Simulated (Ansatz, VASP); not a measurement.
Two plane-wave programs on TePt

```
Te Pt
1.0
     4.11100    0.00000    0.00000
    -2.05550    3.56023    0.00000
     0.00000    0.00000    5.44600
Te Pt
2 2
Direct
  0.33333 0.66667 0.25000
  0.66667 0.33333 0.75000
  0.00000 0.00000 0.00000
  0.00000 0.00000 0.50000
```

Alike in both runs: task single point; functional r2SCAN; k mesh 12 × 12 × 10; occupations gaussian, width 0.15 eV; no spin polarisation.

|  | VASP | Ansatz |
| --- | --- | --- |
| version | VASP 6.6.1 | Ansatz 0.2.0 |
| potentials or method | VASP PAW PBE potentials, release 64 (Te, Pt), cutoff 520 eV | scalar-relativistic, plane waves, PAW |
| valence electrons in the cell | 32 | 68 |

|  | VASP | Ansatz | Ansatz less VASP |
| --- | --- | --- | --- |
| gap on the k mesh at the Fermi level (eV) | none | none | - |
| pressure (GPa) | 15.5 | 15.5 | -0.08 |
| traceless stress, the component that is largest in VASP (GPa) | 0.65 | 0.58 | -0.074 |

VASP's potentials were made for PBE, not for r2SCAN. A gap of «none» marks a metal or a gap that the smearing closes. VASP's potentials hold 32 valence electrons a cell and Ansatz's 68, so a difference there can come from the potentials and not from the codes.

Spin-orbit coupling is off throughout.
